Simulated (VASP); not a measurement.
The system is NaH.

```
Na H
1.0
     0.05354    2.45106    2.45106
     2.45106    0.05354    2.45106
     2.45106    2.45106    0.05354
Na H
1 1
Cartesian
  0.0000 0.0000 0.0000
  2.4778 2.4778 2.4778
```

This cell differs from its parent crystal: strain along [111] +3.4%.

Base run:

```yaml
Program: VASP 6.6.1
Functional: r2SCAN
Potentials_or_basis: VASP PAW PBE potentials, release 64 (Na_pv, H)
Cutoff: 520 eV
k_mesh: 10 × 10 × 10
Occupations: gaussian, width 0.01 eV
Spin: no spin polarisation
```

Its results: band gap on the k mesh 4.17 eV, indirect (least direct gap 5.12 eV); pressure -1.0 GPa.

**Question.** The run is repeated on the same cell with these changes: functional from r2SCAN to PBE; occupations from gaussian, width 0.01 eV to fermi-dirac, width 0.02 eV. What comes out?

**Answer.** Band gap on the k mesh 3.56 eV, indirect (least direct gap 4.53 eV); pressure -0.3 GPa.

Caveats: the PAW data sets were made with another functional, which shifts forces and pressure a little (some runs).

A k mesh can miss the band edges.
